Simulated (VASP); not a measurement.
# BaTiO3 (P1) in VASP: single point with PBEsol+U

Aim: the single point of BaTiO3 with PBEsol+U.

All numbers are computed with VASP 6.6.1; they aren't measurements. Logs are shortened: lines on timing, memory, paths and dates and some standing lists are left out, and cuts for length are marked.

### Step 1. The cell of the first run

The typed cell holds 10 atoms: a = 4.007 Å, b = 4.007 Å, c = 8.015 Å, α = 90.00°, β = 90.00°, γ = 90.00°.

### Step 2. Single point, PBEsol+U

The input, INCAR:

```
ALGO = Normal
EDIFF = 1E-6
ENCUT = 520
GGA = PS
ISIF = 2
ISMEAR = -1
KPAR = 4
LASPH = T
LCHARG = T
LDAU = T
LDAUJ = 0 0 0
LDAUL = -1 2 -1
LDAUPRINT = 1
LDAUTYPE = 2
LDAUU = 0 1 0
LMAXMIX = 4
LREAL = F
LVHAR = T
LWAVE = F
NBANDS = 51
NELM = 150
PREC = Accurate
SIGMA = 0.05
```

The input, KPOINTS:

```
k-points
0
Gamma
  7 7 4
```

The input, POSCAR:

```
BaTiO3
1.0
    4.0073000000      0.0000000000      0.0000000000
    0.0000000000      4.0073000000      0.0000000000
    0.0000000000      0.0000000000      8.0146000000
Ba Ti O
2 2 6
Direct
    0.5774118300      0.5950023200      0.2399217200
    0.5133239400      0.4560751000      0.7636477900
    0.0354144600      0.9982134600      0.0132376500
    0.9499882200      0.9711686500      0.5185272300
    0.5690732100      0.9256262100      0.9797733700
    0.4293289800      0.9665517700      0.5005258200
    0.9689020100      0.5955733500      0.9841481100
    0.9541317500      0.4628596100      0.5236707700
    0.9618464100      0.0102451400      0.2239939200
    0.0405791900      0.0186844000      0.7525536100
```

Potentials or basis: VASP PAW PBE potentials, release 64 (Ba_sv, Ti_sv, O).

Launch:

```console
$ cat potpaw_PBE.64/Ba_sv/POTCAR potpaw_PBE.64/Ti_sv/POTCAR potpaw_PBE.64/O/POTCAR > POTCAR
$ mpirun -np 4 vasp_std > vasp.out
```

OUTCAR:

```text
EDIFF = 1E-6
   ENCUT = 520
   GGA = PS
   ISIF = 2
   ISMEAR = -1
   LASPH = T
   LREAL = F
   NELM = 150
   PREC = Accurate

 ion  position               nearest neighbor table
   1  0.577  0.595  0.240-   9 2.27   5 2.47   7 2.58   6 2.63   8 2.78   9 2.81   9 2.98   3 3.05
                             4 3.08   7 3.19   3 3.26   6 3.33   3 3.52   4 3.67   4 3.69   3 3.71
   2  0.513  0.456  0.764-   5 2.57  10 2.58   7 2.60   8 2.61  10 2.75   5 2.75   7 2.86   6 2.90
                            10 2.95   8 2.95   6 2.96  10 3.09   4 3.27   3 3.32   4 3.34   3 3.43
   3  0.035  0.998  0.013-   7 1.65   9 1.72   5 1.91  10 2.09   5 2.17   7 2.42   1 3.05   1 3.26
                             2 3.32   2 3.43   1 3.52   2 3.52   2 3.62   1 3.71
   4  0.950  0.971  0.519-  10 1.92   6 1.93   8 1.97   8 2.04   6 2.09   9 2.37   1 3.08   2 3.27
                             2 3.34   2 3.57   2 3.64   1 3.67   1 3.69
   5  0.569  0.926  0.980-   3 1.91   3 2.17   1 2.47   2 2.57   2 2.75
   6  0.429  0.967  0.501-   4 1.93   4 2.09   1 2.63   2 2.90   2 2.96   1 3.33
   7  0.969  0.596  0.984-   3 1.65   3 2.42   1 2.58   2 2.60   2 2.86   1 3.19
   8  0.954  0.463  0.524-   4 1.97   4 2.04   2 2.61   1 2.78   2 2.95
   9  0.962  0.010  0.224-   3 1.72   1 2.27   4 2.37   1 2.81   1 2.98
  10  0.041  0.019  0.753-   4 1.92   3 2.09   2 2.58   2 2.75   2 2.95   2 3.09

  LATTYP: Found a simple tetragonal cell.
 ALAT       =     4.0073000000
 C/A-ratio  =     2.0000000000

  Lattice vectors:

 A1 = (   4.0073000000,   0.0000000000,   0.0000000000)
 A2 = (   0.0000000000,   4.0073000000,   0.0000000000)
 A3 = (   0.0000000000,   0.0000000000,   8.0146000000)

Analysis of symmetry for initial positions (statically):
=====================================================================
 Subroutine PRICEL returns:
 Original cell was already a primitive cell.

 Routine SETGRP: Setting up the symmetry group for a
 simple tetragonal supercell.

 Subroutine GETGRP returns: Found  1 space group operations
 (whereof  1 operations were pure point group operations)
 out of a pool of 16 trial point group operations.

The static configuration has the point symmetry C_1 .

Analysis of symmetry for dynamics (positions and initial velocities):
=====================================================================
 Subroutine PRICEL returns:
 Original cell was already a primitive cell.

 Routine SETGRP: Setting up the symmetry group for a
 simple tetragonal supercell.

 Subroutine GETGRP returns: Found  1 space group operations
 (whereof  1 operations were pure point group operations)
 out of a pool of 16 trial point group operations.

The dynamic configuration has the point symmetry C_1 .

 Subroutine INISYM returns: Found  1 space group operations
 (whereof  1 operations are pure point group operations),
 and found     1 'primitive' translations

----------------------------------------------------------------------------------------

                                     Primitive cell

  volume of cell :     128.7021

  direct lattice vectors                    reciprocal lattice vectors
     4.007300000  0.000000000  0.000000000     0.249544581  0.000000000  0.000000000
     0.000000000  4.007300000  0.000000000     0.000000000  0.249544581  0.000000000
     0.000000000  0.000000000  8.014600000     0.000000000  0.000000000  0.124772291

  length of vectors
[... 145 lines left out ...]

  0.1399  0.0011 -0.0255  0.0015 -0.0303
  0.0011  0.1768 -0.0074  0.0100 -0.0341
 -0.0255 -0.0074  0.3054 -0.0331  0.0342
  0.0015  0.0100 -0.0331  0.1495  0.0063
 -0.0303 -0.0341  0.0342  0.0063  0.3031

spin component  2

  0.1399  0.0011 -0.0255  0.0015 -0.0303
  0.0011  0.1768 -0.0074  0.0100 -0.0341
 -0.0255 -0.0074  0.3054 -0.0331  0.0342
  0.0015  0.0100 -0.0331  0.1495  0.0063
 -0.0303 -0.0341  0.0342  0.0063  0.3031

 occupancies and eigenvectors

  o =  0.1316  v =  0.9695  0.1299  0.1110 -0.0121  0.1752  0.0000  0.0000  0.0000  0.0000  0.0000      0.0000  0.0000  0.0000  0.0000  0.0000  0.0000  0.0000  0.0000  0.0000  0.0000
  o =  0.1316  v =  0.0000  0.0000  0.0000  0.0000  0.0000  0.9695  0.1299  0.1110 -0.0121  0.1752      0.0000  0.0000  0.0000  0.0000  0.0000  0.0000  0.0000  0.0000  0.0000  0.0000
  o =  0.1380  v = -0.0542  0.3143 -0.2023 -0.9165  0.1318  0.0000  0.0000  0.0000  0.0000  0.0000      0.0000  0.0000  0.0000  0.0000  0.0000  0.0000  0.0000  0.0000  0.0000  0.0000
  o =  0.1380  v =  0.0000  0.0000  0.0000  0.0000  0.0000 -0.0542  0.3143 -0.2023 -0.9165  0.1318      0.0000  0.0000  0.0000  0.0000  0.0000  0.0000  0.0000  0.0000  0.0000  0.0000
  o =  0.1734  v =  0.1559 -0.9120 -0.0600 -0.3334 -0.1711  0.0000  0.0000  0.0000  0.0000  0.0000      0.0000  0.0000  0.0000  0.0000  0.0000  0.0000  0.0000  0.0000  0.0000  0.0000
  o =  0.1734  v =  0.0000  0.0000  0.0000  0.0000  0.0000  0.1559 -0.9120 -0.0600 -0.3334 -0.1711      0.0000  0.0000  0.0000  0.0000  0.0000  0.0000  0.0000  0.0000  0.0000  0.0000
  o =  0.2788  v =  0.0199  0.1572  0.6902 -0.1971 -0.6780  0.0000  0.0000  0.0000  0.0000  0.0000      0.0000  0.0000  0.0000  0.0000  0.0000  0.0000  0.0000  0.0000  0.0000  0.0000
  o =  0.2788  v =  0.0000  0.0000  0.0000  0.0000  0.0000  0.0199  0.1572  0.6902 -0.1971 -0.6780      0.0000  0.0000  0.0000  0.0000  0.0000  0.0000  0.0000  0.0000  0.0000  0.0000
  o =  0.3529  v =  0.0000  0.0000  0.0000  0.0000  0.0000 -0.1800 -0.1670  0.6832 -0.0995  0.6805      0.0000  0.0000  0.0000  0.0000  0.0000  0.0000  0.0000  0.0000  0.0000  0.0000
  o =  0.3529  v = -0.1800 -0.1670  0.6832 -0.0995  0.6805  0.0000  0.0000  0.0000  0.0000  0.0000      0.0000  0.0000  0.0000  0.0000  0.0000  0.0000  0.0000  0.0000  0.0000  0.0000

atom =   4  type =  2  l = 2

 onsite density matrix

spin component  1

  0.1276  0.0031  0.0009  0.0065 -0.0006
  0.0031  0.1274  0.0137  0.0065  0.0001
  0.0009  0.0137  0.2326  0.0229  0.0013
  0.0065  0.0065  0.0229  0.1368 -0.0056
 -0.0006  0.0001  0.0013 -0.0056  0.2463

spin component  2

  0.1276  0.0031  0.0009  0.0065 -0.0006
  0.0031  0.1274  0.0137  0.0065  0.0001
  0.0009  0.0137  0.2326  0.0229  0.0013
  0.0065  0.0065  0.0229  0.1368 -0.0056
 -0.0006  0.0001  0.0013 -0.0056  0.2463

 occupancies and eigenvectors

  o =  0.1230  v = -0.8251  0.2642 -0.1272  0.4826  0.0191  0.0000  0.0000  0.0000  0.0000  0.0000      0.0000  0.0000  0.0000  0.0000  0.0000  0.0000  0.0000  0.0000  0.0000  0.0000
  o =  0.1230  v =  0.0000  0.0000  0.0000  0.0000  0.0000 -0.8251  0.2642 -0.1272  0.4826  0.0191      0.0000  0.0000  0.0000  0.0000  0.0000  0.0000  0.0000  0.0000  0.0000  0.0000
  o =  0.1240  v =  0.0308  0.8959 -0.0198 -0.4423 -0.0203  0.0000  0.0000  0.0000  0.0000  0.0000      0.0000  0.0000  0.0000  0.0000  0.0000  0.0000  0.0000  0.0000  0.0000  0.0000
  o =  0.1240  v =  0.0000  0.0000  0.0000  0.0000  0.0000  0.0308  0.8959 -0.0198 -0.4423 -0.0203      0.0000  0.0000  0.0000  0.0000  0.0000  0.0000  0.0000  0.0000  0.0000  0.0000
  o =  0.1373  v =  0.5636  0.3323 -0.2262  0.7204  0.0424  0.0000  0.0000  0.0000  0.0000  0.0000      0.0000  0.0000  0.0000  0.0000  0.0000  0.0000  0.0000  0.0000  0.0000  0.0000
  o =  0.1373  v =  0.0000  0.0000  0.0000  0.0000  0.0000  0.5636  0.3323 -0.2262  0.7204  0.0424      0.0000  0.0000  0.0000  0.0000  0.0000  0.0000  0.0000  0.0000  0.0000  0.0000
  o =  0.2398  v =  0.0000  0.0000  0.0000  0.0000  0.0000 -0.0240 -0.1311 -0.9655 -0.2236 -0.0041      0.0000  0.0000  0.0000  0.0000  0.0000  0.0000  0.0000  0.0000  0.0000  0.0000
  o =  0.2398  v = -0.0240 -0.1311 -0.9655 -0.2236 -0.0041  0.0000  0.0000  0.0000  0.0000  0.0000      0.0000  0.0000  0.0000  0.0000  0.0000  0.0000  0.0000  0.0000  0.0000  0.0000
  o =  0.2466  v =  0.0000  0.0000  0.0000  0.0000  0.0000  0.0076  0.0014 -0.0077  0.0497 -0.9987      0.0000  0.0000  0.0000  0.0000  0.0000  0.0000  0.0000  0.0000  0.0000  0.0000
  o =  0.2466  v =  0.0076  0.0014 -0.0077  0.0497 -0.9987  0.0000  0.0000  0.0000  0.0000  0.0000      0.0000  0.0000  0.0000  0.0000  0.0000  0.0000  0.0000  0.0000  0.0000  0.0000

 number of electron      79.9999992 magnetization

 Free energy of the ion-electron system (eV)
  ---------------------------------------------------
  ext. energy  EPLUGINS =         0.00000000
  ---------------------------------------------------
  free energy    TOTEN  =       -77.87771571 eV

  energy without entropy =      -77.87771569  energy(sigma->0) =      -77.87771570

 E-fermi :   4.9881     XC(G=0): -11.3958

 val. band max:        4.1850235665   @ k =   0.0000   0.0000   0.0000
 cond. band min:       5.7363371459   @ k =   0.0000   0.0000   0.0000
 fundamental gap:      1.5513135794
 Fermi energy:         4.9881328936

 k-point     1 :       0.0000    0.0000    0.0000
  band No.  band energies     occupation
      1     -52.9234      2.00000
      2     -52.1141      2.00000
      3     -29.3178      2.00000
      4     -29.2228      2.00000
      5     -29.2124      2.00000
      6     -28.8880      2.00000
[... 1285 lines left out ...]
     50      10.5861      0.00000
     51      11.1477      0.00000

 [... further k-points ...]

------------------------ aborting loop because EDIFF is reached ----------------------------------------

  FORCE on cell =-STRESS in cart. coord.  units (eV):
  Direction    XX          YY          ZZ          XY          YZ          ZX
  --------------------------------------------------------------------------------------
  -------------------------------------------------------------------------------------
  Total        9.1983522     14.3157860     14.0373451      1.8179138     -0.7399372     -2.8758838
  in kB      114.5077946    178.2133423    174.7471069     22.6307170     -9.2112776    -35.8010982
  external PRESSURE =     155.8227479 kB  Pullay stress =       0.0000000 kB

 VOLUME and BASIS-vectors are now :
 -----------------------------------------------------------------------------
  energy-cutoff  :      520.00
  volume of cell :      128.70
      direct lattice vectors                 reciprocal lattice vectors
     4.007300000  0.000000000  0.000000000     0.249544581  0.000000000  0.000000000
     0.000000000  4.007300000  0.000000000     0.000000000  0.249544581  0.000000000
     0.000000000  0.000000000  8.014600000     0.000000000  0.000000000  0.124772291

 POSITION                                       TOTAL-FORCE (eV/Angst)
 -----------------------------------------------------------------------------------
      2.31386      2.38435      1.92288        -3.084291     -3.707587      1.003061
      2.05704      1.82763      6.12033        -0.711510      0.574742     -0.736296
      0.14192      4.00014      0.10609         1.429412      2.991466     -4.582634
      3.80689      3.89176      4.15579         1.993237      0.906900      2.283202
      2.28045      3.70926      7.85249        -4.361493      4.025609      0.262509
      1.72045      3.87326      4.01151         1.590378     -0.010502     -0.532613
      3.88268      2.38664      7.88755         2.899079     -7.522099      0.496625
      3.82349      1.85482      4.19701        -0.327960      1.015582     -1.371887
      3.85441      0.04106      1.79522         1.824781      2.085167      4.668543
      0.16261      0.07487      6.03142        -1.251631     -0.359277     -1.490510
 -----------------------------------------------------------------------------------
    total drift:                                0.000828     -0.000404     -0.000463

  FREE ENERGIE OF THE ION-ELECTRON SYSTEM (eV)
  ---------------------------------------------------
  free  energy   TOTEN  =       -77.8777157073 eV

  energy  without entropy=      -77.8777156863  energy(sigma->0) =      -77.87771570
```

Wall time 6.6 min (4 MPI ranks of Oxide Virtual Turin-like, shared host); peak memory 0.58 GiB.

What came out:

```
Free energy            : -77.8777 eV
Pressure               : 15.6 GPa
Largest force          : 8.077 eV/Å
Band gap on the k mesh : 1.55 eV
```

Forces on the atoms (eV/Å):
```
Ba  -3.084 -3.708  1.003
Ba  -0.712  0.575 -0.736
Ti   1.429  2.991 -4.583
Ti   1.993  0.907  2.283
O   -4.361  4.026  0.263
O    1.590 -0.011 -0.533
O    2.899 -7.522  0.497
O   -0.328  1.016 -1.372
O    1.825  2.085  4.669
O   -1.252 -0.359 -1.491
```

Levels at points of the mesh, in eV from the valence-band top:
```
           k point  band 38  band 39  band 40  band 41  band 42  band 43
(0.00, 0.00, 0.00)    -0.93    -0.64     0.00     1.55     1.81     1.87
(0.00, 0.00, 0.50)    -1.04    -0.81    -0.02     1.56     1.99     2.12
```

Eigenvalues of the final occupation matrices:
```csv
site,spin,trace,eigenvalues
site 3 d,1,1.07,0.13 0.14 0.17 0.28 0.35
site 3 d,2,1.07,0.13 0.14 0.17 0.28 0.35
site 4 d,1,0.87,0.12 0.12 0.14 0.24 0.25
site 4 d,2,0.87,0.12 0.12 0.14 0.24 0.25
```

Caveat: the stress differs along the axes, from 11 to 18 GPa; the PAW data sets were made with another functional, which shifts forces and pressure a little; spin-orbit coupling is left out, which moves the levels of the heavy elements.
